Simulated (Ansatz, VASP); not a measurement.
# One calculation of FeCo3, two programs

File INCAR:

```
PREC = Accurate
ENCUT = 520
EDIFF = 1E-6
ISMEAR = 0
SIGMA = 0.1
LREAL = False
LASPH = True
NELM = 150
ALGO = Normal
ISIF = 2
LWAVE = False
LCHARG = False
ISPIN = 2
MAGMOM = 5 4.5 4.5 4.5
LORBIT = 11
LMAXMIX = 4
GGA = PS
NBANDS = 30
```

The input KPOINTS:

```
Automatic mesh
0
Gamma
  12 12 12
```

File POSCAR:

```
FeCo3
1.0
    3.5357026200      0.0000000000      0.0000000000
    0.0000000000      3.5357026200      0.0000000000
    0.0000000000      0.0000000000      3.5357026200
Fe Co
1 3
Direct
    0.0000000000      0.0000000000      0.0000000000
    0.5000000000      0.5000000000      0.0000000000
    0.5000000000      0.0000000000      0.5000000000
    0.0000000000      0.5000000000      0.5000000000
```

Input for Ansatz:

```yaml
crystal:
  lattice:
    - [3.53570262, 0.0, 0.0]
    - [0.0, 3.53570262, 0.0]
    - [0.0, 0.0, 3.53570262]
  atoms:
    - { symbol: Fe, position: [0.0, 0.0, 0.0], spin: 5.0 }
    - { symbol: Co, position: [0.5, 0.5, 0.0], spin: 4.5 }
    - { symbol: Co, position: [0.5, 0.0, 0.5], spin: 4.5 }
    - { symbol: Co, position: [0.0, 0.5, 0.5], spin: 4.5 }
basis:
  ecutwfc: 420
kpoints:
  mp_grid: { grid: [12, 12, 12] }
hamiltonian:
  xc: pbesol
scf:
  occupations: { method: gaussian, width: 0.1 }
  lower_state_search: "off"
output:
  forces: true
  stress: true
  eigenvalues: true
  populations: true
magnetization:
  spin_polarized: true
```

Alike in both runs: task single point; functional PBEsol; k mesh 12 × 12 × 12; occupations gaussian, width 0.1 eV; collinear spin.

|  | VASP | Ansatz |
| --- | --- | --- |
| version | VASP 6.6.1 | Ansatz 0.2.0 |
| potentials or method | VASP PAW PBE potentials, release 64 (Fe, Co), cutoff 520 eV | scalar-relativistic, plane waves, PAW |
| valence electrons in the cell | 35 | 67 |

```csv
,VASP,Ansatz,Ansatz less VASP
gap on the k mesh at the Fermi level (eV),none,none,-
pressure (GPa),-9.1,-8.5,+0.58
net moment per atom (μB),1.83,1.84,+0.007
size of the moment on the site where the two differ most (μB),1.60,1.66,+0.062
```

VASP's potentials were made for PBE, not for PBEsol. Site moments also hang on the region over which each program counts them. A gap of «none» marks a metal or a gap that the smearing closes. VASP's potentials hold 35 valence electrons a cell and Ansatz's 67, so a difference there can come from the potentials and not from the codes.
